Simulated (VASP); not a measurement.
# ReGe2S4 (Cmmm) in VASP: single point with PBE

Aim: the single point of ReGe2S4 with PBE.

Program: VASP 6.6.1. These are calculated values, not measurements. Logs are shortened: lines on timing, memory, paths and dates and some standing lists are left out, and cuts for length are marked.

## Step 1: The cell of the first run

The structure is orthorhombic, space group Cmmm (No. 65). Conventional cell: a = 7.702 Å, b = 10.370 Å, c = 3.602 Å, α = 90.00°, β = 90.00°, γ = 90.00°. Within 3.2 Å of Re (site symmetry mmm) lie 6 S at 2.45 Å. Within 3.4 Å of Ge (site symmetry 2/m) lie 6 S at 2.61 to 2.64 Å. S (site symmetry m2m) has 1 Re at 2.45 Å and 4 Ge at 2.64 Å within 3.2 Å. S (site symmetry 2mm) has 2 Re at 2.45 Å and 2 Ge at 2.61 Å and 7 S at 3.32 to 3.60 Å within 3.7 Å.

The cell was generated, and may not be a known phase.

## Step 2: Single point, PBE, collinear spin

Input file INCAR:

```
  PREC = Accurate
  ENCUT = 560
  EDIFF = 1E-6
  ISMEAR = 0
  SIGMA = 0.15
  LREAL = F
  LASPH = T
  NELM = 200
  ALGO = Normal
  ISIF = 2
  LWAVE = F
  LCHARG = F
  ISPIN = 2
  MAGMOM = 1 0 0 0 0 0 0
  LORBIT = 11
  LMAXMIX = 4
  GGA = PE
  NBANDS = 46
  GGA_COMPAT = F
```

Input file KPOINTS:

```
Automatic mesh
0
Gamma
  2 2 3
```

Input file POSCAR:

```
ReGe2S4
1.0
    3.8507971121     -5.1847714578      0.0000000000
    3.8507971121      5.1847714578      0.0000000000
    0.0000000000      0.0000000000      3.6021687621
Re Ge S
1 2 4
Direct
    0.0000000000      0.0000000000      0.0000000000
    0.5000000000      0.0000000000      0.5000000000
    0.0000000000      0.5000000000      0.5000000000
    0.2360640600      0.7639359400      0.0000000000
    0.7639359400      0.2360640600      0.0000000000
    0.2155522821      0.2155522821      0.5000000000
    0.7844477179      0.7844477179      0.5000000000
```

Potentials or basis: VASP PAW PBE potentials, release 64 (Re_sv_GW, Ge_d, S).

Run with:

```sh
> cat potpaw_PBE.64/Re_sv_GW/POTCAR potpaw_PBE.64/Ge_d/POTCAR potpaw_PBE.64/S/POTCAR > POTCAR
> mpirun -np 1 vasp_std > vasp.out
```

OUTCAR:

```text
PREC = Accurate
   ENCUT = 560
   EDIFF = 1E-6
   ISMEAR = 0
   LREAL = F
   LASPH = T
   NELM = 200
   ISIF = 2
   ISPIN = 2
   LORBIT = 11
   GGA = PE

 ion  position               nearest neighbor table
   1  0.000  0.000  0.000-   4 2.45   5 2.45   6 2.45   7 2.45   6 2.45   7 2.45
   2  0.500  0.000  0.500-   6 2.61   7 2.61   4 2.64   5 2.64   4 2.64   5 2.64
   3  0.000  0.500  0.500-   6 2.61   7 2.61   4 2.64   5 2.64   4 2.64   5 2.64
   4  0.236  0.764  0.000-   1 2.45   2 2.64   3 2.64   2 2.64   3 2.64
   5  0.764  0.236  0.000-   1 2.45   2 2.64   3 2.64   2 2.64   3 2.64
   6  0.216  0.216  0.500-   1 2.45   1 2.45   3 2.61   2 2.61
   7  0.784  0.784  0.500-   1 2.45   1 2.45   3 2.61   2 2.61

  LATTYP: Found a base centered orthorhombic cell.
 ALAT       =     7.7015942242
 B/A-ratio  =     1.3464151205
 C/A-ratio  =     0.4677172878

  Lattice vectors:

 A1 = (   3.8507971121,  -5.1847714578,   0.0000000000)
 A2 = (   3.8507971121,   5.1847714578,   0.0000000000)
 A3 = (   0.0000000000,   0.0000000000,   3.6021687621)

Analysis of symmetry for initial positions (statically):
=====================================================================
 Subroutine PRICEL returns:
 Original cell was already a primitive cell.

 Routine SETGRP: Setting up the symmetry group for a
 base centered orthorhombic supercell.

 Subroutine GETGRP returns: Found  8 space group operations
 (whereof  8 operations were pure point group operations)
 out of a pool of  8 trial point group operations.

The static configuration has the point symmetry D_2h.

Analysis of symmetry for dynamics (positions and initial velocities):
=====================================================================
 Subroutine PRICEL returns:
 Original cell was already a primitive cell.

 Routine SETGRP: Setting up the symmetry group for a
 base centered orthorhombic supercell.

 Subroutine GETGRP returns: Found  8 space group operations
 (whereof  8 operations were pure point group operations)
 out of a pool of  8 trial point group operations.

The dynamic configuration has the point symmetry D_2h.

Analysis of structural, dynamic, and magnetic symmetry:
=====================================================================
 Subroutine PRICEL returns:
 Original cell was already a primitive cell.

 Routine SETGRP: Setting up the symmetry group for a
 base centered orthorhombic supercell.

 Subroutine GETGRP returns: Found  8 space group operations
 (whereof  8 operations were pure point group operations)
 out of a pool of  8 trial point group operations.

The overall configuration has the point symmetry D_2h.

 Subroutine INISYM returns: Found  8 space group operations
 (whereof  8 operations are pure point group operations),
 and found     1 'primitive' translations

----------------------------------------------------------------------------------------

                                     Primitive cell

  volume of cell :     143.8382

  direct lattice vectors                    reciprocal lattice vectors
     3.850797112 -5.184771458  0.000000000     0.129843247 -0.096436266  0.000000000
     3.850797112  5.184771458  0.000000000     0.129843247  0.096436266  0.000000000
     0.000000000  0.000000000  3.602168762     0.000000000  0.000000000  0.277610536

  length of vectors
     6.458366161  6.458366161  3.602168762     0.161738128  0.161738128  0.277610536

  position of ions in fractional coordinates (direct lattice)
     0.000000000  0.000000000  0.000000000
     0.500000000  0.000000000  0.500000000
     0.000000000  0.500000000  0.500000000
     0.236064060  0.763935940  0.000000000
     0.763935940  0.236064060  0.000000000
     0.215552282  0.215552282  0.500000000
     0.784447718  0.784447718  0.500000000

  ion indices of the primitive-cell ions
   primitive index   ion index
                 1           1
                 2           2
[... 29 lines left out ...]

 Found      6 irreducible k-points:

 Following reciprocal coordinates:
            Coordinates               Weight
  0.000000  0.000000  0.000000      1.000000
  0.500000  0.000000  0.000000      2.000000
  0.500000  0.500000  0.000000      1.000000
  0.000000  0.000000  0.333333      2.000000
  0.500000  0.000000  0.333333      4.000000
  0.500000  0.500000  0.333333      2.000000
   k-points           NKPTS =      6   k-points in BZ     NKDIM =      6   number of bands    NBANDS=     46
   number of dos      NEDOS =    301   number of ions     NIONS =      7
   total plane-waves  NPLWV =  70000
   dimension x,y,z NGX =    50 NGY =   50 NGZ =   28
   dimension x,y,z NGXF=   100 NGYF=  100 NGZF=   56
   ions per type =               1   2   4
   NGX,Y,Z   is equivalent  to a cutoff of  12.87, 12.87, 12.92 a.u.
   NGXF,Y,Z  is equivalent  to a cutoff of  25.74, 25.74, 25.84 a.u.
 SYSTEM =  unknown system
   PREC   = accura    normal or accurate (medium, high low for compatibility)
   ISTART =      0    job   : 0-new  1-cont  2-samecut
   ICHARG =      2    charge: 1-file 2-atom 10-const
   ISPIN  =      2    spin polarized calculation?
   LNONCOLLINEAR =      F non collinear calculations
   LSORBIT =      F    spin-orbit coupling
   LASPH  =      T    aspherical Exc in radial PAW
   ENCUT  =  560.0 eV  41.16 Ry    6.42 a.u.  12.46 12.46  6.95*2*pi/ulx,y,z
   NELM   =    200;   NELMIN=  2; NELMDL= -5     # of ELM steps
   EDIFF  = 0.1E-05   stopping-criterion for ELM
   LREAL  =      F    real-space projection
[... 7 lines left out ...]
   TEBEG  =    0.0;   TEEND  =   0.0 temperature during run
   PSTRESS=    0.0 pullay stress
   NELECT =      67.0000    total number of electrons
   NUPDOWN=      -1.0000    fix difference up-down
   EMIN   =  10.00;   EMAX   =-10.00  energy-range for DOS
   EFERMI =   0.00;   METHOD = LEGACY
   ISMEAR =     0;   SIGMA  =   0.15  broadening in eV -4-tet -1-fermi 0-gaus
   EFERMI_NEDOS =   21; number of points for ismear=-14 and -15
   IALGO  =     38    algorithm
   IMIX   =      4    mixing-type and parameters
     AMIX     =   0.40;   BMIX     =  1.00
     AMIX_MAG =   1.60;   BMIX_MAG =  1.00
  volume/ion in A,a.u.               =      20.55       138.67
  Fermi-wavevector in a.u.,A,eV,Ry     =   1.269039  2.398136 21.911641  1.610460
  Thomas-Fermi vector in A             =   2.402102
   LORBIT       =     11    0 simple, 1 ext, 2 COOP (PROOUT), +10 PAW based schemes
   GGA     = PE    functional components
   LHFCALC =     F    Hartree Fock is set to
   AEXX    =    0.0000 exact exchange contribution
   IVDW    =     0    specifies the selected vdW correction
   LEPSILON=     F    determine dielectric tensor
   LRPA    =     F    only Hartree local field effects (RPA)
 spin polarized calculation
 Gauss-broadening in eV      SIGMA  =   0.15
  energy-cutoff  :      560.00
  volume of cell :      143.84
 maximum number of plane-waves:      4343
 NGX is ok and might be reduce to    50
   NGX = 25   NGY = 25   NGZ = 13

 number of electron      67.0000017 magnetization       2.1627695

 Free energy of the ion-electron system (eV)
  ---------------------------------------------------
  ext. energy  EPLUGINS =         0.00000000
  ---------------------------------------------------
  free energy    TOTEN  =       -40.88758804 eV

  energy without entropy =      -40.86273992  energy(sigma->0) =      -40.87516398

 E-fermi :   5.8032     XC(G=0): -10.0155

 val. band max:        5.7695128800   @ k =   0.0000   0.0000   0.3333
 cond. band min:       5.8679376489   @ k =   0.5000   0.5000   0.0000
 fundamental gap:      0.0984247689
 Fermi energy:         5.8031595169

 spin component 1

 k-point     1 :       0.0000    0.0000    0.0000
  band No.  band energies     occupation
      1     -74.9525      1.00000
      2     -36.9917      1.00000
      3     -36.9765      1.00000
      4     -36.7113      1.00000
      5     -19.4558      1.00000
      6     -19.4532      1.00000
[... 277 lines left out ...]
     44      11.2690      0.00000
     45      11.9363      0.00000
 Fermi energy:         5.8031595169

 spin component 2

 k-point     1 :       0.0000    0.0000    0.0000
  band No.  band energies     occupation
      1     -74.1846      1.00000
      2     -35.9525      1.00000
      3     -35.8718      1.00000
      4     -35.8162      1.00000
      5     -19.4434      1.00000
      6     -19.4413      1.00000
[... 277 lines left out ...]
     44      11.4418      0.00000
     45      12.2280      0.00000
 [bands above 45 left out]

------------------------ aborting loop because EDIFF is reached ----------------------------------------

  FORCE on cell =-STRESS in cart. coord.  units (eV):
  Direction    XX          YY          ZZ          XY          YZ          ZX
  --------------------------------------------------------------------------------------
  -------------------------------------------------------------------------------------
  Total       -0.2026783     -0.1677140     -0.2439737      0.0000000      0.0000000      0.0000000
  in kB       -2.2575819     -1.8681236     -2.7175609      0.0000000      0.0000000      0.0000000
  external PRESSURE =      -2.2810888 kB  Pullay stress =       0.0000000 kB

 VOLUME and BASIS-vectors are now :
 -----------------------------------------------------------------------------
  energy-cutoff  :      560.00
  volume of cell :      143.84
      direct lattice vectors                 reciprocal lattice vectors
     3.850797112 -5.184771458  0.000000000     0.129843247 -0.096436266  0.000000000
     3.850797112  5.184771458  0.000000000     0.129843247  0.096436266  0.000000000
     0.000000000  0.000000000  3.602168762     0.000000000  0.000000000  0.277610536

 POSITION                                       TOTAL-FORCE (eV/Angst)
 -----------------------------------------------------------------------------------
      0.00000      0.00000      0.00000         0.000000      0.000000     -0.000000
      1.92540     -2.59239      1.80108         0.000000      0.000000     -0.000000
      1.92540      2.59239      1.80108         0.000000      0.000000     -0.000000
      3.85080      2.73690      0.00000         0.000000     -0.006107     -0.000000
      3.85080     -2.73690      0.00000         0.000000      0.006107      0.000000
      1.66010      0.00000      1.80108        -0.019205      0.000000     -0.000000
      6.04150      0.00000      1.80108         0.019205      0.000000      0.000000
 -----------------------------------------------------------------------------------
    total drift:                               -0.000000      0.000000      0.000000

  FREE ENERGIE OF THE ION-ELECTRON SYSTEM (eV)
  ---------------------------------------------------
  free  energy   TOTEN  =       -40.8875880389 eV

  energy  without entropy=      -40.8627399245  energy(sigma->0) =      -40.87516398

 total charge

# of ion       s       p       d       f       tot
--------------------------------------------------
    1        3.362   6.039   4.045   0.061  13.508
    2        1.325   0.725  10.050   0.000  12.100
    3        1.325   0.725  10.050   0.000  12.100
    4        1.354   2.326   0.000   0.000   3.680
    5        1.354   2.326   0.000   0.000   3.680
    6        1.342   2.350   0.000   0.000   3.692
    7        1.342   2.350   0.000   0.000   3.692
--------------------------------------------------
tot         11.405  16.840  24.146   0.061  52.453

 magnetization (x)

# of ion       s       p       d       f       tot
--------------------------------------------------
    1       -0.019   0.010   1.490   0.001   1.483
    2        0.003   0.050   0.002   0.000   0.055
    3        0.003   0.050   0.002   0.000   0.055
    4        0.001   0.012   0.000   0.000   0.013
    5        0.001   0.012   0.000   0.000   0.013
    6        0.001   0.019   0.000   0.000   0.019
    7        0.001   0.019   0.000   0.000   0.019
--------------------------------------------------
tot         -0.011   0.172   1.494   0.001   1.656
```

Run time: 2.5 min. Hardware: 1 thread of Intel Xeon 6975P-C (Granite Rapids), shared host; peak memory 0.35 GiB.

What came out:

- Free energy: -40.8876 eV
- Pressure: -0.2 GPa
- Largest force: 0.019 eV/Å
- Net moment: 2.16 μB per cell
- Site moments: Re +1.48; Ge +0.06; S +0.01, +0.02 (each value once) μB
- Valence electrons inside the program's atomic spheres: Re 13.51; Ge 12.10; S 3.68, 3.69 (each value once)

Forces on the atoms (eV/Å):
```
Re   0.000  0.000  0.000
Ge   0.000  0.000  0.000
Ge   0.000  0.000  0.000
S    0.000 -0.006  0.000
S    0.000  0.006  0.000
S   -0.019  0.000  0.000
S    0.019  0.000  0.000
```

Levels at points of the mesh, in eV from the Fermi level:
Spin up:
| k point | band 31 | band 32 | band 33 | band 34 | band 35 | band 36 | band 37 | band 38 |
| --- | --- | --- | --- | --- | --- | --- | --- | --- |
| (0.00, 0.00, 0.00) | -1.66 | -1.59 | -1.51 | -0.57 | 1.05 | 1.06 | 1.23 | 2.39 |
| (0.50, 0.00, 0.00) | -1.69 | -1.38 | -0.83 | -0.81 | -0.10 | 2.58 | 2.60 | 2.71 |
| (0.50, 0.50, 0.00) | -1.51 | -0.92 | -0.77 | -0.38 | 0.06 | 0.88 | 1.39 | 1.63 |
Spin down:
```
           k point  band 28  band 29  band 30  band 31  band 32  band 33  band 34  band 35  band 36  band 37
(0.00, 0.00, 0.00)    -2.52    -2.03    -1.82    -1.55    -1.05    -0.63     0.58     1.13     1.15     1.32
(0.50, 0.00, 0.00)    -3.23    -2.26    -1.76    -1.64    -0.75    -0.48     0.44     0.81     2.69     2.95
(0.50, 0.50, 0.00)    -2.58    -2.07    -1.74    -0.71    -0.59     0.12     0.42     0.77     1.05     1.56
```

Caveat: the k points lie up to 0.58 Å⁻¹ apart; spin-orbit coupling is left out, which moves the levels of the heavy elements.
